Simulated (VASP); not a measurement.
# Hg (Pm-3m) in VASP: further runs

Runs on Hg. Level: PBE. Tasks: single point, relaxation of cell and atoms.

Everything below comes from runs of VASP 6.6.1. Logs are shortened: lines on timing, memory, paths and dates and some standing lists are left out, and cuts for length are marked.

## 1. The cell of the first run

It takes space group Pm-3m (No. 221, cubic). Conventional cell: a = 3.101 Å, b = 3.101 Å, c = 3.101 Å, α = 90.00°, β = 90.00°, γ = 90.00°. Hg (site symmetry m-3m) has 6 Hg at 3.10 Å within 4.1 Å.

## 2. Single point, PBE (29.81 Å³/atom)

INCAR

```
  PREC = Accurate
  ENCUT = 520
  EDIFF = 1E-6
  ISMEAR = -1
  SIGMA = 0.08
  LREAL = F
  LASPH = T
  NELM = 80
  ALGO = Normal
  ISIF = 2
  LWAVE = F
  LCHARG = T
  GGA = PE
  LELF = T
  LVHAR = T
  NBANDS = 12
```

KPOINTS

```
Automatic mesh
0
Gamma
  12 12 12
```

POSCAR

```
Hg
1.0
    3.1006104641      0.0000000000      0.0000000000
    0.0000000000      3.1006104641      0.0000000000
    0.0000000000      0.0000000000      3.1006104641
Hg
1
Direct
    0.0000000000      0.0000000000      0.0000000000
```

Potentials or basis: VASP PAW PBE potentials, release 64 (Hg).

Launch:

```console
cat potpaw_PBE.64/Hg/POTCAR > POTCAR
mpirun -np 1 vasp_std > vasp.out
```

OUTCAR:

```text
PREC = Accurate
   ENCUT = 520
   EDIFF = 1E-6
   ISMEAR = -1
   LREAL = F
   LASPH = T
   NELM = 80
   ISIF = 2
   GGA = PE

 ion  position               nearest neighbor table
   1  0.000  0.000  0.000-

  LATTYP: Found a simple cubic cell.
 ALAT       =     3.1006104641

  Lattice vectors:

 A1 = (   3.1006104641,   0.0000000000,   0.0000000000)
 A2 = (   0.0000000000,   3.1006104641,   0.0000000000)
 A3 = (   0.0000000000,   0.0000000000,   3.1006104641)

Analysis of symmetry for initial positions (statically):
=====================================================================
 Subroutine PRICEL returns:
 Original cell was already a primitive cell.

 Routine SETGRP: Setting up the symmetry group for a
 simple cubic supercell.

 Subroutine GETGRP returns: Found 48 space group operations
 (whereof 48 operations were pure point group operations)
 out of a pool of 48 trial point group operations.

The static configuration has the point symmetry O_h .

Analysis of symmetry for dynamics (positions and initial velocities):
=====================================================================
 Subroutine PRICEL returns:
 Original cell was already a primitive cell.

 Routine SETGRP: Setting up the symmetry group for a
 simple cubic supercell.

 Subroutine GETGRP returns: Found 48 space group operations
 (whereof 48 operations were pure point group operations)
 out of a pool of 48 trial point group operations.

The dynamic configuration has the point symmetry O_h .

 Subroutine INISYM returns: Found 48 space group operations
 (whereof 48 operations are pure point group operations),
 and found     1 'primitive' translations

----------------------------------------------------------------------------------------

                                     Primitive cell

  volume of cell :      29.8086

  direct lattice vectors                    reciprocal lattice vectors
     3.100610464  0.000000000  0.000000000     0.322517134  0.000000000  0.000000000
     0.000000000  3.100610464  0.000000000     0.000000000  0.322517134  0.000000000
     0.000000000  0.000000000  3.100610464     0.000000000  0.000000000  0.322517134

  length of vectors
     3.100610464  3.100610464  3.100610464     0.322517134  0.322517134  0.322517134

  position of ions in fractional coordinates (direct lattice)
     0.000000000  0.000000000  0.000000000

  ion indices of the primitive-cell ions
   primitive index   ion index
                 1           1

----------------------------------------------------------------------------------------

 KPOINTS: Automatic mesh

Automatic generation of k-mesh.
 Grid dimensions read from file:
 generate k-points for:   12   12   12

 Generating k-lattice:

  Cartesian coordinates                     Fractional coordinates (reciprocal lattice)
     0.026876428  0.000000000  0.000000000     0.083333333  0.000000000  0.000000000
     0.000000000  0.026876428  0.000000000     0.000000000  0.083333333  0.000000000
     0.000000000  0.000000000  0.026876428     0.000000000  0.000000000  0.083333333

  Length of vectors
     0.026876428  0.026876428  0.026876428

  Shift w.r.t. Gamma in fractional coordinates (k-lattice)
     0.000000000  0.000000000  0.000000000

 Subroutine IBZKPT returns following result:
 ===========================================

 Found     84 irreducible k-points:

 Following reciprocal coordinates:
            Coordinates               Weight
  0.000000  0.000000  0.000000      1.000000
  0.083333  0.000000  0.000000      6.000000
  0.166667  0.000000  0.000000      6.000000
  0.250000  0.000000  0.000000      6.000000
  0.333333  0.000000  0.000000      6.000000
  0.416667  0.000000  0.000000      6.000000
[... 16 lines left out ...]
  0.333333  0.333333  0.000000     12.000000
  0.416667  0.333333  0.000000     24.000000
 [... further k-points ...]
   k-points           NKPTS =     84   k-points in BZ     NKDIM =     84   number of bands    NBANDS=     12
   number of dos      NEDOS =    301   number of ions     NIONS =      1
   total plane-waves  NPLWV =  13824
   dimension x,y,z NGX =    24 NGY =   24 NGZ =   24
   dimension x,y,z NGXF=    48 NGYF=   48 NGZF=   48
   ions per type =               1
   NGX,Y,Z   is equivalent  to a cutoff of  12.87, 12.87, 12.87 a.u.
   NGXF,Y,Z  is equivalent  to a cutoff of  25.74, 25.74, 25.74 a.u.
 SYSTEM =  unknown system
   PREC   = accura    normal or accurate (medium, high low for compatibility)
   ISTART =      0    job   : 0-new  1-cont  2-samecut
   ICHARG =      2    charge: 1-file 2-atom 10-const
   ISPIN  =      1    spin polarized calculation?
   LNONCOLLINEAR =      F non collinear calculations
   LSORBIT =      F    spin-orbit coupling
   LASPH  =      T    aspherical Exc in radial PAW
   ENCUT  =  520.0 eV  38.22 Ry    6.18 a.u.   5.77  5.77  5.77*2*pi/ulx,y,z
   NELM   =     80;   NELMIN=  2; NELMDL= -5     # of ELM steps
   EDIFF  = 0.1E-05   stopping-criterion for ELM
   LREAL  =      F    real-space projection
   EDIFFG = 0.1E-04   stopping-criterion for IOM
   NSW    =      0    number of steps for IOM
   IBRION =     -1    ionic relax: 0-MD 1-quasi-New 2-CG
   NFREE  =      0    steps in history (QN), initial steepest desc. (CG)
   ISIF   =      2    stress and relaxation
   ISYM   =      2    0-nonsym 1-usesym 2-fastsym
   POTIM  = 0.5000    time-step for ionic-motion
   TEBEG  =    0.0;   TEEND  =   0.0 temperature during run
   PSTRESS=    0.0 pullay stress
   NELECT =      12.0000    total number of electrons
   NUPDOWN=      -1.0000    fix difference up-down
   EMIN   =  10.00;   EMAX   =-10.00  energy-range for DOS
   EFERMI =   0.00;   METHOD = LEGACY
   ISMEAR =    -1;   SIGMA  =   0.08  broadening in eV -4-tet -1-fermi 0-gaus
   EFERMI_NEDOS =   21; number of points for ismear=-14 and -15
   IALGO  =     38    algorithm
   IMIX   =      4    mixing-type and parameters
     AMIX     =   0.40;   BMIX     =  1.00
     AMIX_MAG =   1.60;   BMIX_MAG =  1.00
  volume/ion in A,a.u.               =      29.81       201.16
  Fermi-wavevector in a.u.,A,eV,Ry     =   1.208801  2.284302 19.880821  1.461199
  Thomas-Fermi vector in A             =   2.344397
   LORBIT       =      0    0 simple, 1 ext, 2 COOP (PROOUT), +10 PAW based schemes
   GGA     = PE    functional components
   LHFCALC =     F    Hartree Fock is set to
   AEXX    =    0.0000 exact exchange contribution
   IVDW    =     0    specifies the selected vdW correction
   LEPSILON=     F    determine dielectric tensor
   LRPA    =     F    only Hartree local field effects (RPA)
 non-spin polarized calculation
  energy-cutoff  :      520.00
  volume of cell :       29.81
 maximum number of plane-waves:       840
 NGX is ok and might be reduce to    24
   NGX = 11   NGY = 11   NGZ = 11

 number of electron      11.9999995 magnetization

 Free energy of the ion-electron system (eV)
  ---------------------------------------------------
  ext. energy  EPLUGINS =         0.00000000
  ---------------------------------------------------
  free energy    TOTEN  =        -0.16514640 eV

  energy without entropy =       -0.15642046  energy(sigma->0) =       -0.16078343

 E-fermi :   1.3085     XC(G=0):  -9.5148

 val. band max:        1.2799771224   @ k =   0.4167   0.0833   0.0000
 cond. band min:       1.3689740902   @ k =   0.5000   0.4167   0.2500
 fundamental gap:      0.0889969677
 Fermi energy:         1.3084591523

 k-point     1 :       0.0000    0.0000    0.0000
  band No.  band energies     occupation
      1      -6.4173      2.00000
      2      -6.3191      2.00000
      3      -6.3191      2.00000
      4      -4.6021      2.00000
      5      -4.6021      2.00000
      6      -4.6021      2.00000
      7      10.7869      0.00000
      8      10.7869      0.00000
      9      10.7869      0.00000
     10      13.9113      0.00000
     11      15.7198      0.00000
     12      15.7198      0.00000

 k-point     2 :       0.0833    0.0000    0.0000
  band No.  band energies     occupation
      1      -6.3417      2.00000
      2      -6.3096      2.00000
      3      -6.2076      2.00000
      4      -4.6400      2.00000
      5      -4.6400      2.00000
      6      -4.5989      2.00000
      7       9.4898      0.00000
      8      10.9498      0.00000
      9      10.9498      0.00000
     10      14.4095      0.00000
     11      15.6991      0.00000
     12      16.7206      0.00000

 k-point     3 :       0.1667    0.0000    0.0000
  band No.  band energies     occupation
      1      -6.2837      2.00000
      2      -6.2602      2.00000
      3      -5.7383      2.00000
      4      -4.7419      2.00000
      5      -4.7419      2.00000
      6      -4.5902      2.00000
      7       7.3169      0.00000
      8      11.4188      0.00000
      9      11.4188      0.00000
     10      14.7422      0.00000
     11      15.6384      0.00000
     12      19.1590      0.00000

 k-point     4 :       0.2500    0.0000    0.0000
  band No.  band energies     occupation
      1      -6.2480      2.00000
      2      -6.1631      2.00000
      3      -4.9528      2.00000
      4      -4.8769      2.00000
      5      -4.8769      2.00000
      6      -4.5782      2.00000
      7       5.1150      0.00000
      8      12.1364      0.00000
      9      12.1364      0.00000
     10      15.0152      0.00000
     11      15.5450      0.00000
     12      21.5152      0.00000

 k-point     5 :       0.3333    0.0000    0.0000
  band No.  band energies     occupation
      1      -6.2120      2.00000
      2      -6.0650      2.00000
      3      -5.0073      2.00000
      4      -5.0073      2.00000
      5      -4.5663      2.00000
      6      -3.8897      2.00000
      7       3.0280      0.00000
      8      13.0009      0.00000
      9      13.0009      0.00000
     10      15.3320      0.00000
     11      15.4384      0.00000
     12      20.4126      0.00000

 k-point     6 :       0.4167    0.0000    0.0000
  band No.  band energies     occupation
      1      -6.1853      2.00000
      2      -5.9917      2.00000
      3      -5.1002      2.00000
      4      -5.1002      2.00000
      5      -4.5575      2.00000
      6      -2.6172      2.00000
      7       1.1412      1.77999
      8      13.8183      0.00000
      9      13.8183      0.00000
     10      15.3513      0.00000
     11      15.6625      0.00000
     12      19.1915      0.00000

 k-point     7 :       0.5000    0.0000    0.0000
  band No.  band energies     occupation
      1      -6.1755      2.00000
      2      -5.9645      2.00000
      3      -5.1336      2.00000
      4      -5.1336      2.00000
      5      -4.5543      2.00000
      6      -1.6474      2.00000
      7      -0.0330      2.00000
      8      14.1963      0.00000
      9      14.1963      0.00000
     10      15.3174      0.00000
     11      15.8321      0.00000
     12      18.7198      0.00000

 k-point     8 :       0.0833    0.0833    0.0000
  band No.  band energies     occupation
      1      -6.3035      2.00000
      2      -6.2147      2.00000
      3      -6.1456      2.00000
      4      -4.6777      2.00000
      5      -4.6405      2.00000
      6      -4.6329      2.00000
      7       9.4999      0.00000
      8       9.7893      0.00000
      9      11.1132      0.00000
     10      14.9424      0.00000
     11      16.4624      0.00000
     12      16.9042      0.00000
[... 166 lines left out ...]
 k-point    20 :       0.3333    0.2500    0.0000
  band No.  band energies     occupation
      1      -6.0695      2.00000
      2      -5.5183      2.00000
      3      -5.2135      2.00000
      4      -4.9706      2.00000
      5      -4.8255      2.00000
      6      -3.0470      2.00000
      7       4.1239      0.00000
      8       7.0679      0.00000
      9      13.3219      0.00000
     10      14.4576      0.00000
     11      16.1701      0.00000
     12      19.9226      0.00000

 k-point    21 :       0.4167    0.2500    0.0000
  band No.  band energies     occupation
      1      -6.0331      2.00000
      2      -5.6241      2.00000
      3      -5.1009      2.00000
      4      -5.0599      2.00000
      5      -4.8140      2.00000
      6      -1.8733      2.00000
      7       2.2665      0.00001
      8       7.9014      0.00000
      9      11.9227      0.00000
     10      15.3712      0.00000
     11      16.4232      0.00000
     12      19.2633      0.00000

 k-point    22 :       0.5000    0.2500    0.0000
  band No.  band energies     occupation
      1      -6.0198      2.00000
      2      -5.6618      2.00000
      3      -5.0922      2.00000
      4      -5.0655      2.00000
      5      -4.8096      2.00000
      6      -1.0614      2.00000
      7       1.2300      1.45465
      8       8.3641      0.00000
      9      11.2684      0.00000
     10      15.8309      0.00000
     11      16.5349      0.00000
     12      19.0071      0.00000

 k-point    23 :       0.3333    0.3333    0.0000
  band No.  band energies     occupation
      1      -6.0195      2.00000
      2      -5.7062      2.00000
      3      -4.9609      2.00000
      4      -4.9406      2.00000
      5      -4.8535      2.00000
      6      -2.2535      2.00000
      7       4.4794      0.00000
      8       5.3457      0.00000
      9      11.6845      0.00000
     10      15.4166      0.00000
     11      16.6096      0.00000
     12      19.4033      0.00000

 k-point    24 :       0.4167    0.3333    0.0000
  band No.  band energies     occupation
      1      -5.9834      2.00000
      2      -5.8361      2.00000
      3      -5.0397      2.00000
      4      -4.9365      2.00000
      5      -4.6386      2.00000
      6      -1.1814      2.00000
      7       2.9496      0.00000
      8       5.7688      0.00000
      9      10.3816      0.00000
     10      16.3908      0.00000
     11      17.0277      0.00000
     12      18.8986      0.00000

 [... further k-points ...]
[... 5 lines left out ...]
  --------------------------------------------------------------------------------------
  -------------------------------------------------------------------------------------
  Total        0.0250068      0.0250068      0.0250068     -0.0000000     -0.0000000      0.0000000
  in kB        1.3440869      1.3440869      1.3440869     -0.0000000     -0.0000000      0.0000000
  external PRESSURE =       1.3440869 kB  Pullay stress =       0.0000000 kB

 VOLUME and BASIS-vectors are now :
 -----------------------------------------------------------------------------
  energy-cutoff  :      520.00
  volume of cell :       29.81
      direct lattice vectors                 reciprocal lattice vectors
     3.100610464  0.000000000  0.000000000     0.322517134  0.000000000  0.000000000
     0.000000000  3.100610464  0.000000000     0.000000000  0.322517134  0.000000000
     0.000000000  0.000000000  3.100610464     0.000000000  0.000000000  0.322517134

 POSITION                                       TOTAL-FORCE (eV/Angst)
 -----------------------------------------------------------------------------------
      0.00000      0.00000      0.00000         0.000000      0.000000      0.000000
 -----------------------------------------------------------------------------------
    total drift:                                0.000000     -0.000000      0.000000

  FREE ENERGIE OF THE ION-ELECTRON SYSTEM (eV)
  ---------------------------------------------------
  free  energy   TOTEN  =        -0.1651463999 eV

  energy  without entropy=       -0.1564204566  energy(sigma->0) =       -0.16078343
```

Wall time 23 s (1 thread of Intel Xeon 8259CL, shared host); peak memory 0.16 GiB.

Results:

```
Free energy            : -0.1651 eV
Pressure               : 0.1 GPa
Band gap on the k mesh : zero (bands 6 and 7 overlap by 4.97 eV)
```

Caveat: spin-orbit coupling is left out, which moves the levels of the heavy elements.

## 3. Relaxation of cell and atoms, PBE

This run uses another cell than the first one, of 31.91 Å³/atom.

INCAR

```
SYSTEM = Hg
PREC = Accurate ; ENCUT = 600
EDIFF = 1E-7 ; ISMEAR = -1
SIGMA = 0.08 ; LREAL = .False.
LASPH = .True. ; NELM = 80
ALGO = Normal ; ISIF = 3
LWAVE = .False. ; LCHARG = .False.
GGA = PE ; IBRION = 2
NSW = 60 ; EDIFFG = -0.005
```

KPOINTS

```
regular mesh
0
Gamma
  12 12 12
  0 0 0
```

POSCAR

```
Hg
1.0
    3.1719554587      0.0000000000      0.0000000000
    0.0000000000      3.1719554587      0.0000000000
    0.0000000000      0.0000000000      3.1719554587
Hg
1
Direct
    0.0000000000      0.0000000000      0.0000000000
```

Potentials or basis: VASP PAW PBE potentials, release 64 (Hg).

Launch:

```console
cat potpaw_PBE.64/Hg/POTCAR > POTCAR
mpirun -np 1 vasp_std > vasp.out
```

Wall time 2.9 min (1 thread of Intel Xeon 8259CL, shared host); peak memory 0.19 GiB.

Results (log left out):

* Free energy: -0.1656 eV
* Relaxed volume: 30.39 Å³/atom
* Relaxed cell: a = 3.121 Å, b = 3.121 Å, c = 3.121 Å, α = 90.00°, β = 90.00°, γ = 90.00°
* Space group after relaxing (to 0.1 Å): Pm-3m (No. 221)
* Energy gained by relaxing: 1.4 meV/atom
* Ionic steps: 6
* Pressure after relaxing: 0.0 GPa
* Band gap on the k mesh: zero (bands 6 and 7 overlap by 4.72 eV)

The path:
| step | energy change (eV) | largest force (eV/Å) | pressure (GPa) | volume (Å³) |
| --- | --- | --- | --- | --- |
| 1 | 0.0000 | 0.0000 | -0.28 | 31.91 |
| 2 | -0.0004 | 0.0000 | -0.24 | 31.65 |
| 3 | -0.0013 | 0.0000 | -0.11 | 30.88 |
| 4 | -0.0003 | 0.0000 | 0.41 | 29.38 |
| 5 | -0.0014 | 0.0000 | -0.04 | 30.56 |
| 6 | -0.0014 | 0.0000 | 0.01 | 30.39 |

Final structure:
```
Hg
1.0
     3.12075    0.00000    0.00000
     0.00000    3.12075    0.00000
     0.00000    0.00000    3.12075
Hg
1
Cartesian
  0.0000 0.0000 0.0000
```

Levels at points of the mesh, in eV from the Fermi level:
```
           k point  band 2  band 3  band 4  band 5  band 6  band 7  band 8  band 9  band 10
(0.00, 0.00, 0.00)   -7.55   -7.55   -5.90   -5.90   -5.90    9.38    9.38    9.38    12.44
(0.50, 0.00, 0.00)   -7.20   -6.41   -6.41   -5.85   -2.98   -1.27   12.71   12.71    13.94
(0.50, 0.50, 0.00)   -7.17   -6.33   -6.33   -5.41    0.06    1.58    1.58    6.98    16.85
(0.50, 0.50, 0.50)   -7.12   -7.12   -5.38   -5.38    3.45    4.45    4.45    4.45     8.68
```

Caveat: spin-orbit coupling is left out, which moves the levels of the heavy elements.
